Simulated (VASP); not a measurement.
A run of VASP 6.6.1 is set up as follows.

The input INCAR:

```
SYSTEM = Mo
PREC = Accurate
ENCUT = 520
EDIFF = 1E-6
ISMEAR = 0
SIGMA = 0.15
LREAL = .False.
LASPH = .True.
NELM = 60
ALGO = Fast
ISIF = 2
LWAVE = .False.
LCHARG = .False.
NBANDS = 13
```

The input KPOINTS:

```
Automatic mesh
0
Gamma
  20 20 20
  0 0 0
```

Contents of POSCAR:

```
Mo
1.0
   -1.3145528974      1.6256896779      1.7268091316
    1.3145528974     -1.6256896779      1.7268091316
    1.3145528974      1.6256896779     -1.7268091316
Mo
1
Direct
    0.0000000000      0.0000000000      0.0000000000
```

Potentials or basis: VASP PAW LDA potentials, release 64 (Mo_sv).

Launch:

```sh
$ cat potpaw_LDA.64/Mo_sv/POTCAR > POTCAR
$ mpirun -np 1 vasp_std > vasp.out
```

Q: What does it give for the band gap on the k mesh?

A: Zero (bands 7 and 8 overlap by 6.13 eV).

Q: What does it give for the pressure?

A: 14.2 GPa.

Stress tensor (GPa, compression positive):
```
36.11  0.00  0.00
 0.00  4.01  0.00
 0.00  0.00  2.55
```

Caveat: the cell differs from its parent crystal (strain +e along x and -e along y -0.1000, strain +e along z and -e/2 along x and y +0.1100); the cell stands under pressure.
